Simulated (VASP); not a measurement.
As, 1 atom in the cell. It takes space group Im-3m (No. 229, cubic). The conventional cell has a = 3.475 Å, b = 3.475 Å, c = 3.475 Å, α = 90.00°, β = 90.00°, γ = 90.00°. As (site symmetry m-3m) has 14 As at 3.01 to 3.48 Å within 4.0 Å.  This cell differs from its parent crystal: volume scaled by 1.08.

* Program: VASP 6.6.1
* Task: single point
* Functional: RPBE
* Potentials or basis: VASP PAW PBE potentials, release 64 (As)
* Cutoff: 520 eV
* k mesh: 15 × 15 × 15
* Occupations: fermi-dirac, width 0.1 eV
* Spin: no spin polarisation
* Dipole correction: no
* Further INCAR settings: ALGO = Normal; EDIFF = 1e-06; NBANDS = 8

Potentials or basis: VASP PAW PBE potentials, release 64 (As).

Command:

```bash
$ cat potpaw_PBE.64/As/POTCAR > POTCAR
$ mpirun -np 1 vasp_std > vasp.out
```

Hardware: 1 thread of Intel(R) Xeon(R) 6975P-C (Granite Rapids), on a shared host.

Question: Estimate the wall time of this run.

Answer: Wall time 4.5 s on 1 thread of Intel(R) Xeon(R) 6975P-C (Granite Rapids) (shared host), peak memory 0.14 GiB. Counts: scf iterations 9, k points 120.
